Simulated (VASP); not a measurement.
# Zn2GeO3 (P6/mmm) in VASP: single point with PBE

Aim: the single point of Zn2GeO3 with PBE.

Everything below comes from runs of VASP 6.6.1. Logs are shortened: lines on timing, memory, paths and dates and some standing lists are left out, and cuts for length are marked.

**1. The cell of the first run**

Symmetry: P6/mmm, No. 191, hexagonal system. Conventional cell: a = 4.659 Å, b = 4.659 Å, c = 3.908 Å, α = 90.00°, β = 90.00°, γ = 120.00°. Zn (site symmetry -6m2) has 5 O at 1.95 to 2.69 Å and 3 Zn at 2.69 Å within 2.7 Å. Ge (site symmetry 6/mmm) has 8 O at 1.95 to 2.69 Å within 2.7 Å. O (site symmetry 6/mmm) has 2 Ge at 1.95 Å and 6 Zn at 2.69 Å within 2.7 Å. O (site symmetry -6m2) has 2 Zn at 1.95 Å and 3 O at 2.69 Å and 3 Ge at 2.69 Å within 2.7 Å.

The cell was built from a structure type or drawn by symmetry, and may not be a known phase.

**2. Single point, PBE**

File INCAR:

```
  ALGO = Normal
  EDIFF = 1E-7
  ENCUT = 520
  GGA = PE
  ISIF = 2
  ISMEAR = 0
  LASPH = T
  LCHARG = F
  LREAL = F
  LWAVE = F
  NBANDS = 37
  NELM = 60
  PREC = Accurate
  SIGMA = 0.1
```

File KPOINTS:

```
k-points
0
Gamma
  6 6 4
```

File POSCAR:

```
Zn2GeO3
1.0
    4.6594764700      0.0000000000      0.0000000000
   -2.3297382400      4.0352250000      0.0000000000
    0.0000000000      0.0000000000      3.9082115000
Zn Ge O
2 1 3
Direct
    0.3333333300      0.6666666700      0.0000000000
    0.6666666700      0.3333333300      0.0000000000
    0.0000000000      0.0000000000      0.5000000000
    0.0000000000      0.0000000000      0.0000000000
    0.3333333300      0.6666666700      0.5000000000
    0.6666666700      0.3333333300      0.5000000000
```

Potentials or basis: VASP PAW PBE potentials, release 64 (Zn, Ge_d, O).

On the command line:

```bash
$ cat potpaw_PBE.64/Zn/POTCAR potpaw_PBE.64/Ge_d/POTCAR potpaw_PBE.64/O/POTCAR > POTCAR
$ mpirun -np 1 vasp_std > vasp.out
```

OUTCAR:

```text
EDIFF = 1E-7
   ENCUT = 520
   GGA = PE
   ISIF = 2
   ISMEAR = 0
   LASPH = T
   LREAL = F
   NELM = 60
   PREC = Accurate

 ion  position               nearest neighbor table
   1  0.333  0.667  0.000-   5 1.95   5 1.95   2 2.69   2 2.69   2 2.69
   2  0.667  0.333  0.000-   6 1.95   6 1.95   1 2.69   1 2.69   1 2.69
   3  0.000  0.000  0.500-   4 1.95   4 1.95
   4  0.000  0.000  0.000-   3 1.95   3 1.95
   5  0.333  0.667  0.500-   1 1.95   1 1.95
   6  0.667  0.333  0.500-   2 1.95   2 1.95

  LATTYP: Found a hexagonal cell.
 ALAT       =     4.6594764700
 C/A-ratio  =     0.8387662273

  Lattice vectors:

 A1 = (   4.6594764700,   0.0000000000,   0.0000000000)
 A2 = (  -2.3297382400,   4.0352250000,   0.0000000000)
 A3 = (   0.0000000000,   0.0000000000,   3.9082115000)

Analysis of symmetry for initial positions (statically):
=====================================================================
 Subroutine PRICEL returns:
 Original cell was already a primitive cell.

 Routine SETGRP: Setting up the symmetry group for a
 hexagonal supercell.

 Subroutine GETGRP returns: Found 24 space group operations
 (whereof 24 operations were pure point group operations)
 out of a pool of 24 trial point group operations.

The static configuration has the point symmetry D_6h.

Analysis of symmetry for dynamics (positions and initial velocities):
=====================================================================
 Subroutine PRICEL returns:
 Original cell was already a primitive cell.

 Routine SETGRP: Setting up the symmetry group for a
 hexagonal supercell.

 Subroutine GETGRP returns: Found 24 space group operations
 (whereof 24 operations were pure point group operations)
 out of a pool of 24 trial point group operations.

The dynamic configuration has the point symmetry D_6h.

 Subroutine INISYM returns: Found 24 space group operations
 (whereof 24 operations are pure point group operations),
 and found     1 'primitive' translations

----------------------------------------------------------------------------------------

                                     Primitive cell

  volume of cell :      73.4823

  direct lattice vectors                    reciprocal lattice vectors
     4.659476470  0.000000000  0.000000000     0.214616386  0.123908828  0.000000000
    -2.329738240  4.035225000  0.000000000     0.000000000  0.247817656  0.000000000
     0.000000000  0.000000000  3.908211500     0.000000000  0.000000000  0.255871516

  length of vectors
     4.659476470  4.659476480  3.908211500     0.247817656  0.247817656  0.255871516

  position of ions in fractional coordinates (direct lattice)
     0.333333330  0.666666670  0.000000000
     0.666666670  0.333333330  0.000000000
     0.000000000  0.000000000  0.500000000
     0.000000000  0.000000000  0.000000000
     0.333333330  0.666666670  0.500000000
     0.666666670  0.333333330  0.500000000

  ion indices of the primitive-cell ions
   primitive index   ion index
                 1           1
                 2           2
                 3           3
                 4           4
                 5           5
                 6           6

----------------------------------------------------------------------------------------

 KPOINTS: k-points

Automatic generation of k-mesh.
 Grid dimensions read from file:
 generate k-points for:    6    6    4

 Generating k-lattice:

  Cartesian coordinates                     Fractional coordinates (reciprocal lattice)
     0.035769398  0.020651471  0.000000000     0.166666667  0.000000000  0.000000000
     0.000000000  0.041302943  0.000000000     0.000000000  0.166666667  0.000000000
     0.000000000  0.000000000  0.063967879     0.000000000  0.000000000  0.250000000

  Length of vectors
     0.041302943  0.041302943  0.063967879

  Shift w.r.t. Gamma in fractional coordinates (k-lattice)
     0.000000000  0.000000000  0.000000000

 Subroutine IBZKPT returns following result:
 ===========================================

 Found     21 irreducible k-points:

 Following reciprocal coordinates:
            Coordinates               Weight
  0.000000  0.000000  0.000000      1.000000
  0.166667  0.000000  0.000000      6.000000
  0.333333 -0.000000  0.000000      6.000000
  0.500000  0.000000  0.000000      3.000000
  0.166667  0.166667  0.000000      6.000000
  0.333333  0.166667  0.000000     12.000000
[... 13 lines left out ...]
  0.333333  0.166667  0.500000     12.000000
  0.333333  0.333333  0.500000      2.000000
   k-points           NKPTS =     21   k-points in BZ     NKDIM =     21   number of bands    NBANDS=     37
   number of dos      NEDOS =    301   number of ions     NIONS =      6
   total plane-waves  NPLWV =  38880
   dimension x,y,z NGX =    36 NGY =   36 NGZ =   30
   dimension x,y,z NGXF=    72 NGYF=   72 NGZF=   60
   ions per type =               2   1   3
   NGX,Y,Z   is equivalent  to a cutoff of  12.84, 12.84, 12.76 a.u.
   NGXF,Y,Z  is equivalent  to a cutoff of  25.69, 25.69, 25.52 a.u.
 SYSTEM =  unknown system
   PREC   = accura    normal or accurate (medium, high low for compatibility)
   ISTART =      0    job   : 0-new  1-cont  2-samecut
   ICHARG =      2    charge: 1-file 2-atom 10-const
   ISPIN  =      1    spin polarized calculation?
   LNONCOLLINEAR =      F non collinear calculations
   LSORBIT =      F    spin-orbit coupling
   LASPH  =      T    aspherical Exc in radial PAW
   ENCUT  =  520.0 eV  38.22 Ry    6.18 a.u.   8.66  8.66  7.27*2*pi/ulx,y,z
   NELM   =     60;   NELMIN=  2; NELMDL= -5     # of ELM steps
   EDIFF  = 0.1E-06   stopping-criterion for ELM
   LREAL  =      F    real-space projection
   EDIFFG = 0.1E-05   stopping-criterion for IOM
   NSW    =      0    number of steps for IOM
   IBRION =     -1    ionic relax: 0-MD 1-quasi-New 2-CG
   NFREE  =      0    steps in history (QN), initial steepest desc. (CG)
   ISIF   =      2    stress and relaxation
   ISYM   =      2    0-nonsym 1-usesym 2-fastsym
   POTIM  = 0.5000    time-step for ionic-motion
   TEBEG  =    0.0;   TEEND  =   0.0 temperature during run
   PSTRESS=    0.0 pullay stress
   NELECT =      56.0000    total number of electrons
   NUPDOWN=      -1.0000    fix difference up-down
   EMIN   =  10.00;   EMAX   =-10.00  energy-range for DOS
   EFERMI =   0.00;   METHOD = LEGACY
   ISMEAR =     0;   SIGMA  =   0.10  broadening in eV -4-tet -1-fermi 0-gaus
   EFERMI_NEDOS =   21; number of points for ismear=-14 and -15
   IALGO  =     38    algorithm
   IMIX   =      4    mixing-type and parameters
     AMIX     =   0.40;   BMIX     =  1.00
     AMIX_MAG =   1.60;   BMIX_MAG =  1.00
  volume/ion in A,a.u.               =      12.25        82.65
  Fermi-wavevector in a.u.,A,eV,Ry     =   1.495351  2.825804 30.423649  2.236075
  Thomas-Fermi vector in A             =   2.607507
   LORBIT       =      0    0 simple, 1 ext, 2 COOP (PROOUT), +10 PAW based schemes
   GGA     = PE    functional components
   LHFCALC =     F    Hartree Fock is set to
   AEXX    =    0.0000 exact exchange contribution
   IVDW    =     0    specifies the selected vdW correction
   LEPSILON=     F    determine dielectric tensor
   LRPA    =     F    only Hartree local field effects (RPA)
 non-spin polarized calculation
 Gauss-broadening in eV      SIGMA  =   0.10
  energy-cutoff  :      520.00
  volume of cell :       73.48
 maximum number of plane-waves:      2001
 NGX is ok and might be reduce to    36
   NGX = 17   NGY = 17   NGZ = 15

 number of electron      55.9999987 magnetization

 Free energy of the ion-electron system (eV)
  ---------------------------------------------------
  ext. energy  EPLUGINS =         0.00000000
  ---------------------------------------------------
  free energy    TOTEN  =       -24.86876564 eV

  energy without entropy =      -24.86479873  energy(sigma->0) =      -24.86678219

 E-fermi :   4.3230     XC(G=0): -11.2936

 val. band max:        4.3178200263   @ k =   0.0000   0.0000   0.2500
 cond. band min:       4.3348887514   @ k =   0.0000   0.0000   0.5000
 fundamental gap:      0.0170687251
 Fermi energy:         4.3230428528

 k-point     1 :       0.0000    0.0000    0.0000
  band No.  band energies     occupation
      1     -21.0380      2.00000
      2     -20.9156      2.00000
      3     -20.9156      2.00000
      4     -20.8610      2.00000
      5     -20.8610      2.00000
      6     -15.5266      2.00000
[... 29 lines left out ...]
     36      14.8944      0.00000
     37      14.8944      0.00000

 k-point     2 :       0.1667    0.0000    0.0000
  band No.  band energies     occupation
      1     -21.0377      2.00000
      2     -20.9161      2.00000
      3     -20.9153      2.00000
      4     -20.8610      2.00000
      5     -20.8610      2.00000
      6     -15.4662      2.00000
[... 29 lines left out ...]
     36      14.1865      0.00000
     37      14.3469      0.00000

 k-point     3 :       0.3333   -0.0000    0.0000
  band No.  band energies     occupation
      1     -21.0372      2.00000
      2     -20.9170      2.00000
      3     -20.9147      2.00000
      4     -20.8612      2.00000
      5     -20.8610      2.00000
      6     -15.3346      2.00000
[... 29 lines left out ...]
     36      13.4025      0.00000
     37      13.8045      0.00000

 k-point     4 :       0.5000    0.0000    0.0000
  band No.  band energies     occupation
      1     -21.0369      2.00000
      2     -20.9176      2.00000
      3     -20.9144      2.00000
      4     -20.8613      2.00000
      5     -20.8610      2.00000
      6     -15.2626      2.00000
[... 29 lines left out ...]
     36      13.0721      0.00000
     37      13.6049      0.00000
[... 563 lines left out ...]
      1     -20.9163      2.00000
      2     -20.9154      2.00000
      3     -20.9144      2.00000
      4     -20.8674      2.00000
      5     -20.8671      2.00000
      6     -15.3152      2.00000
[... 29 lines left out ...]
     36      13.2921      0.00000
     37      13.3226      0.00000

 k-point    20 :       0.3333    0.1667    0.5000
  band No.  band energies     occupation
      1     -20.9168      2.00000
      2     -20.9148      2.00000
      3     -20.9141      2.00000
      4     -20.8675      2.00000
      5     -20.8672      2.00000
      6     -15.3016      2.00000
[... 29 lines left out ...]
     36      13.3431      0.00000
     37      13.4843      0.00000

 k-point    21 :       0.3333    0.3333    0.5000
  band No.  band energies     occupation
      1     -20.9157      2.00000
      2     -20.9157      2.00000
      3     -20.9141      2.00000
      4     -20.8674      2.00000
      5     -20.8674      2.00000
      6     -15.2971      2.00000
[... 29 lines left out ...]
     36      12.6999      0.00000
     37      13.8178      0.00000

------------------------ aborting loop because EDIFF is reached ----------------------------------------

  FORCE on cell =-STRESS in cart. coord.  units (eV):
  Direction    XX          YY          ZZ          XY          YZ          ZX
  --------------------------------------------------------------------------------------
  -------------------------------------------------------------------------------------
  Total        1.9515479      1.9515479     -2.7241882     -0.0000000      0.0000000      0.0000000
  in kB       42.5507143     42.5507145    -59.3970325     -0.0000001      0.0000000      0.0000000
  external PRESSURE =       8.5681321 kB  Pullay stress =       0.0000000 kB

 VOLUME and BASIS-vectors are now :
 -----------------------------------------------------------------------------
  energy-cutoff  :      520.00
  volume of cell :       73.48
      direct lattice vectors                 reciprocal lattice vectors
     4.659476470  0.000000000  0.000000000     0.214616386  0.123908828  0.000000000
    -2.329738240  4.035225000  0.000000000     0.000000000  0.247817656  0.000000000
     0.000000000  0.000000000  3.908211500     0.000000000  0.000000000  0.255871516

 POSITION                                       TOTAL-FORCE (eV/Angst)
 -----------------------------------------------------------------------------------
     -0.00000      2.69015      0.00000        -0.000000      0.000000     -0.000000
      2.32974      1.34507      0.00000         0.000000     -0.000000     -0.000000
      0.00000      0.00000      1.95411         0.000000      0.000000     -0.000000
      0.00000      0.00000      0.00000         0.000000      0.000000     -0.000000
     -0.00000      2.69015      1.95411        -0.000000      0.000000      0.000000
      2.32974      1.34507      1.95411        -0.000000     -0.000000     -0.000000
 -----------------------------------------------------------------------------------
    total drift:                                0.000000      0.000000     -0.000000

  FREE ENERGIE OF THE ION-ELECTRON SYSTEM (eV)
  ---------------------------------------------------
  free  energy   TOTEN  =       -24.8687656449 eV

  energy  without entropy=      -24.8647987333  energy(sigma->0) =      -24.86678219
```

Run time: 56 s. Hardware: 1 thread of Intel Xeon Platinum 8259CL at 2.50GHz (Skylake/Cascade Lake), shared host; peak memory 0.21 GiB.

Results:

| Property | Result |
| --- | --- |
| Free energy | -24.8688 eV |
| Pressure | 0.9 GPa |
| Band gap on the k mesh | zero (bands 28 and 29 overlap by 3.24 eV) |

Stress tensor (GPa, compression positive):
```
 4.26  0.00  0.00
 0.00  4.26  0.00
 0.00  0.00 -5.94
```

Levels at points of the mesh, in eV from the Fermi level:
```tsv
k point	band 24	band 25	band 26	band 27	band 28	band 29	band 30	band 31	band 32	band 33
(0.00, 0.00, 0.00)	-4.35	-4.35	-4.26	-2.56	-2.23	-2.23	3.67	3.67	4.07	4.07
(0.50, 0.00, 0.00)	-4.62	-3.45	-2.43	-2.01	-1.85	-0.06	0.18	3.76	4.17	4.65
(0.00, 0.00, 0.50)	-3.36	-3.36	-2.69	-2.69	0.01	1.98	1.98	2.16	2.98	2.98
(0.50, 0.00, 0.50)	-3.11	-3.06	-2.40	-1.48	1.01	1.40	1.85	2.83	3.08	3.20
```

Caveat: the k points lie up to 0.40 Å⁻¹ apart, too coarse for converged energies and pressures of a metal.
